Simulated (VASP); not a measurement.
# C (P6_3/mmc) in VASP: further runs

Runs on C. Level: PBEsol. Tasks: single point, relaxation of cell and atoms.

Everything below comes from runs of VASP 6.6.1. Logs are shortened: lines on timing, memory, paths and dates and some standing lists are left out, and cuts for length are marked.

## 1. The cell of the first run

The structure is hexagonal, space group P6_3/mmc (No. 194). Conventional cell: a = 2.459 Å, b = 2.459 Å, c = 7.244 Å, α = 90.00°, β = 90.00°, γ = 120.00°. Within 1.9 Å of C (site symmetry -6m2) lie 3 C at 1.42 Å. Within 1.9 Å of C (site symmetry -6m2) lie 3 C at 1.42 Å.

## 2. Single point, PBEsol

The input, INCAR:

```
PREC = Accurate
ENCUT = 520
EDIFF = 1E-6
ISMEAR = 0
SIGMA = 0.1
LREAL = False
LASPH = True
NELM = 100
ALGO = Normal
ISIF = 2
LWAVE = False
LCHARG = False
GGA = PS
NBANDS = 16
```

The input, KPOINTS:

```
Automatic mesh
0
Gamma
  21 21 6
```

The input, POSCAR:

```
C
1.0
    2.4588910012      0.0000000000      0.0000000000
   -1.2294455006      2.1294620722      0.0000000000
    0.0000000000      0.0000000000      7.2439990778
C
4
Direct
    0.0000000000      0.0000000000      0.0025000000
    0.0000000000      0.0000000000      0.5025000000
    0.3333333333      0.6666666667      0.0025000000
    0.6666666667      0.3333333333      0.5025000000
```

Potentials or basis: VASP PAW PBE potentials, release 64 (C).

Started as:

```console
> cat potpaw_PBE.64/C/POTCAR > POTCAR
> mpirun -np 1 vasp_std > vasp.out
```

OUTCAR:

```text
PREC = Accurate
   ENCUT = 520
   EDIFF = 1E-6
   ISMEAR = 0
   LREAL = False
   LASPH = True
   NELM = 100
   ISIF = 2
   GGA = PS

 ion  position               nearest neighbor table
   1  0.000  0.000  0.002-   3 1.42   3 1.42   3 1.42
   2  0.000  0.000  0.502-   4 1.42   4 1.42   4 1.42
   3  0.333  0.667  0.002-   1 1.42   1 1.42   1 1.42
   4  0.667  0.333  0.502-   2 1.42   2 1.42   2 1.42

  LATTYP: Found a hexagonal cell.
 ALAT       =     2.4588910012
 C/A-ratio  =     2.9460431854

  Lattice vectors:

 A1 = (   2.4588910012,   0.0000000000,   0.0000000000)
 A2 = (  -1.2294455006,   2.1294620722,   0.0000000000)
 A3 = (   0.0000000000,   0.0000000000,   7.2439990778)

Analysis of symmetry for initial positions (statically):
=====================================================================
 Subroutine PRICEL returns:
 Original cell was already a primitive cell.

 Routine SETGRP: Setting up the symmetry group for a
 hexagonal supercell.

 Subroutine GETGRP returns: Found 24 space group operations
 (whereof  6 operations were pure point group operations)
 out of a pool of 24 trial point group operations.

The static configuration has the point symmetry C_3v.
 The point group associated with its full space group is D_6h.

Analysis of symmetry for dynamics (positions and initial velocities):
=====================================================================
 Subroutine PRICEL returns:
 Original cell was already a primitive cell.

 Routine SETGRP: Setting up the symmetry group for a
 hexagonal supercell.

 Subroutine GETGRP returns: Found 24 space group operations
 (whereof  6 operations were pure point group operations)
 out of a pool of 24 trial point group operations.

The dynamic configuration has the point symmetry C_3v.
 The point group associated with its full space group is D_6h.

 Subroutine INISYM returns: Found 24 space group operations
 (whereof  6 operations are pure point group operations),
 and found     1 'primitive' translations

----------------------------------------------------------------------------------------

                                     Primitive cell

  volume of cell :      37.9304

  direct lattice vectors                    reciprocal lattice vectors
     2.458891001  0.000000000  0.000000000     0.406687405  0.234801083  0.000000000
    -1.229445501  2.129462072  0.000000000     0.000000000  0.469602165  0.000000000
     0.000000000  0.000000000  7.243999078     0.000000000  0.000000000  0.138045296

  length of vectors
     2.458891001  2.458891001  7.243999078     0.469602165  0.469602165  0.138045296

  position of ions in fractional coordinates (direct lattice)
     0.000000000  0.000000000  0.002500000
     0.000000000  0.000000000  0.502500000
     0.333333333  0.666666667  0.002500000
     0.666666667  0.333333333  0.502500000

  ion indices of the primitive-cell ions
   primitive index   ion index
                 1           1
                 2           2
                 3           3
                 4           4

----------------------------------------------------------------------------------------

 KPOINTS: Automatic mesh

Automatic generation of k-mesh.
 Grid dimensions read from file:
 generate k-points for:   21   21    6

 Generating k-lattice:

  Cartesian coordinates                     Fractional coordinates (reciprocal lattice)
     0.019366067  0.011181004  0.000000000     0.047619048  0.000000000  0.000000000
     0.000000000  0.022362008  0.000000000     0.000000000  0.047619048  0.000000000
     0.000000000  0.000000000  0.023007549     0.000000000  0.000000000  0.166666667

  Length of vectors
     0.022362008  0.022362008  0.023007549

  Shift w.r.t. Gamma in fractional coordinates (k-lattice)
     0.000000000  0.000000000  0.000000000

 Subroutine IBZKPT returns following result:
 ===========================================

 Found    192 irreducible k-points:

 Following reciprocal coordinates:
            Coordinates               Weight
  0.000000  0.000000  0.000000      1.000000
  0.047619  0.000000  0.000000      6.000000
  0.095238 -0.000000  0.000000      6.000000
  0.142857  0.000000  0.000000      6.000000
  0.190476 -0.000000  0.000000      6.000000
  0.238095  0.000000  0.000000      6.000000
[... 16 lines left out ...]
  0.142857  0.095238  0.000000     12.000000
  0.190476  0.095238  0.000000     12.000000
 [... further k-points ...]
   k-points           NKPTS =    192   k-points in BZ     NKDIM =    192   number of bands    NBANDS=     16
   number of dos      NEDOS =    301   number of ions     NIONS =      4
   total plane-waves  NPLWV =  17496
   dimension x,y,z NGX =    18 NGY =   18 NGZ =   54
   dimension x,y,z NGXF=    36 NGYF=   36 NGZF=  108
   ions per type =               4
   NGX,Y,Z   is equivalent  to a cutoff of  12.17, 12.17, 12.39 a.u.
   NGXF,Y,Z  is equivalent  to a cutoff of  24.34, 24.34, 24.79 a.u.
 SYSTEM =  unknown system
   PREC   = accura    normal or accurate (medium, high low for compatibility)
   ISTART =      0    job   : 0-new  1-cont  2-samecut
   ICHARG =      2    charge: 1-file 2-atom 10-const
   ISPIN  =      1    spin polarized calculation?
   LNONCOLLINEAR =      F non collinear calculations
   LSORBIT =      F    spin-orbit coupling
   LASPH  =      T    aspherical Exc in radial PAW
   ENCUT  =  520.0 eV  38.22 Ry    6.18 a.u.   4.57  4.57 13.47*2*pi/ulx,y,z
   NELM   =    100;   NELMIN=  2; NELMDL= -5     # of ELM steps
   EDIFF  = 0.1E-05   stopping-criterion for ELM
   LREAL  =      F    real-space projection
   EDIFFG = 0.1E-04   stopping-criterion for IOM
   NSW    =      0    number of steps for IOM
   IBRION =     -1    ionic relax: 0-MD 1-quasi-New 2-CG
   NFREE  =      0    steps in history (QN), initial steepest desc. (CG)
   ISIF   =      2    stress and relaxation
   ISYM   =      2    0-nonsym 1-usesym 2-fastsym
   POTIM  = 0.5000    time-step for ionic-motion
   TEBEG  =    0.0;   TEEND  =   0.0 temperature during run
   PSTRESS=    0.0 pullay stress
   NELECT =      16.0000    total number of electrons
   NUPDOWN=      -1.0000    fix difference up-down
   EMIN   =  10.00;   EMAX   =-10.00  energy-range for DOS
   EFERMI =   0.00;   METHOD = LEGACY
   ISMEAR =     0;   SIGMA  =   0.10  broadening in eV -4-tet -1-fermi 0-gaus
   EFERMI_NEDOS =   21; number of points for ismear=-14 and -15
   IALGO  =     38    algorithm
   IMIX   =      4    mixing-type and parameters
     AMIX     =   0.40;   BMIX     =  1.00
     AMIX_MAG =   1.60;   BMIX_MAG =  1.00
  volume/ion in A,a.u.               =       9.48        63.99
  Fermi-wavevector in a.u.,A,eV,Ry     =   1.227776  2.320159 20.509867  1.507433
  Thomas-Fermi vector in A             =   2.362726
   LORBIT       =      0    0 simple, 1 ext, 2 COOP (PROOUT), +10 PAW based schemes
   GGA     = PS    functional components
   LHFCALC =     F    Hartree Fock is set to
   AEXX    =    0.0000 exact exchange contribution
   IVDW    =     0    specifies the selected vdW correction
   LEPSILON=     F    determine dielectric tensor
   LRPA    =     F    only Hartree local field effects (RPA)
 non-spin polarized calculation
 Gauss-broadening in eV      SIGMA  =   0.10
  energy-cutoff  :      520.00
  volume of cell :       37.93
 maximum number of plane-waves:      1046
   NGX =  9   NGY =  9   NGZ = 27

 number of electron      15.9999996 magnetization

 Free energy of the ion-electron system (eV)
  ---------------------------------------------------
  ext. energy  EPLUGINS =         0.00000000
  ---------------------------------------------------
  free energy    TOTEN  =       -38.58020575 eV

  energy without entropy =      -38.57960823  energy(sigma->0) =      -38.57990699

 E-fermi :   3.9978     XC(G=0): -10.0200

 val. band max:        3.9955990762   @ k =   0.3333   0.3333   0.5000
 cond. band min:       4.0016883331   @ k =   0.3333   0.3333   0.3333
 fundamental gap:      0.0060892569
 Fermi energy:         3.9978335930

 k-point     1 :       0.0000    0.0000    0.0000
  band No.  band energies     occupation
      1     -15.6193      2.00000
      2     -15.4532      2.00000
      3      -4.3356      2.00000
      4      -2.9967      2.00000
      5       1.0102      2.00000
      6       1.0102      2.00000
[... 8 lines left out ...]
     15      15.5123      0.00000
     16      15.6257      0.00000

 k-point     2 :       0.0476    0.0000    0.0000
  band No.  band energies     occupation
      1     -15.5651      2.00000
      2     -15.3996      2.00000
      3      -4.2696      2.00000
      4      -2.9338      2.00000
      5       0.7882      2.00000
      6       0.7990      2.00000
[... 8 lines left out ...]
     15      15.3181      0.00000
     16      15.4403      0.00000

 k-point     3 :       0.0952   -0.0000    0.0000
  band No.  band energies     occupation
      1     -15.4026      2.00000
      2     -15.2391      2.00000
      3      -4.0720      2.00000
      4      -2.7456      2.00000
      5       0.1654      2.00000
      6       0.1828      2.00000
[... 8 lines left out ...]
     15      14.7563      0.00000
     16      14.9045      0.00000

 k-point     4 :       0.1429    0.0000    0.0000
  band No.  band energies     occupation
      1     -15.1325      2.00000
      2     -14.9720      2.00000
      3      -3.7443      2.00000
      4      -2.4341      2.00000
      5      -0.7583      2.00000
      6      -0.7320      2.00000
[... 8 lines left out ...]
     15      14.2883      0.00000
     16      14.3130      0.00000
[... 324 lines left out ...]
 k-point    22 :       0.0952    0.0952    0.0000
  band No.  band energies     occupation
      1     -14.9708      2.00000
      2     -14.8121      2.00000
      3      -3.5485      2.00000
      4      -2.2483      2.00000
      5      -1.0953      2.00000
      6      -1.0785      2.00000
[... 8 lines left out ...]
     15      14.2745      0.00000
     16      14.3116      0.00000

 k-point    23 :       0.1429    0.0952    0.0000
  band No.  band energies     occupation
      1     -14.5947      2.00000
      2     -14.4402      2.00000
      3      -3.0949      2.00000
      4      -2.0417      2.00000
      5      -2.0156      2.00000
      6      -1.8192      2.00000
[... 8 lines left out ...]
     15      15.0200      0.00000
     16      15.0853      0.00000

 k-point    24 :       0.1905    0.0952    0.0000
  band No.  band energies     occupation
      1     -14.1139      2.00000
      2     -13.9645      2.00000
      3      -3.1496      2.00000
      4      -3.1096      2.00000
      5      -2.5189      2.00000
      6      -1.5138      2.00000
[... 8 lines left out ...]
     15      16.0254      0.00000
     16      16.1635      0.00000

 [... further k-points ...]

------------------------ aborting loop because EDIFF is reached ----------------------------------------

  FORCE on cell =-STRESS in cart. coord.  units (eV):
  Direction    XX          YY          ZZ          XY          YZ          ZX
  --------------------------------------------------------------------------------------
  -------------------------------------------------------------------------------------
  Total        0.2280026      0.2280026     -0.0101804      0.0000000     -0.0000000      0.0000000
  in kB        9.6308086      9.6308086     -0.4300207      0.0000000     -0.0000000      0.0000000
  external PRESSURE =       6.2771988 kB  Pullay stress =       0.0000000 kB

 VOLUME and BASIS-vectors are now :
 -----------------------------------------------------------------------------
  energy-cutoff  :      520.00
  volume of cell :       37.93
      direct lattice vectors                 reciprocal lattice vectors
     2.458891001  0.000000000  0.000000000     0.406687405  0.234801083  0.000000000
    -1.229445501  2.129462072  0.000000000     0.000000000  0.469602165  0.000000000
     0.000000000  0.000000000  7.243999078     0.000000000  0.000000000  0.138045296

 POSITION                                       TOTAL-FORCE (eV/Angst)
 -----------------------------------------------------------------------------------
      0.00000      0.00000      0.01811        -0.000000      0.000000     -0.000000
      0.00000      0.00000      3.64011         0.000000     -0.000000      0.000000
     -0.00000      1.41964      0.01811         0.000000     -0.000000     -0.000000
      1.22945      0.70982      3.64011        -0.000000     -0.000000     -0.000000
 -----------------------------------------------------------------------------------
    total drift:                               -0.000000     -0.000000     -0.000006

  FREE ENERGIE OF THE ION-ELECTRON SYSTEM (eV)
  ---------------------------------------------------
  free  energy   TOTEN  =       -38.5802057538 eV

  energy  without entropy=      -38.5796082331  energy(sigma->0) =      -38.57990699
```

Wall time 48 s (1 thread of AMD EPYC 9R45 (Zen 5), shared host); peak memory 0.17 GiB.

What came out:

| Property | Result |
| --- | --- |
| Free energy | -38.5802 eV |
| Pressure | 0.6 GPa |
| Band gap on the k mesh | zero (bands 8 and 9 overlap by 0.01 eV) |

Caveat: this functional lacks dispersion, which binds the layers, so the pressure and a relaxed spacing across them are unreliable; the PAW data sets were made with another functional, which shifts forces and pressure a little.

(Continued in part 2 of 2.)
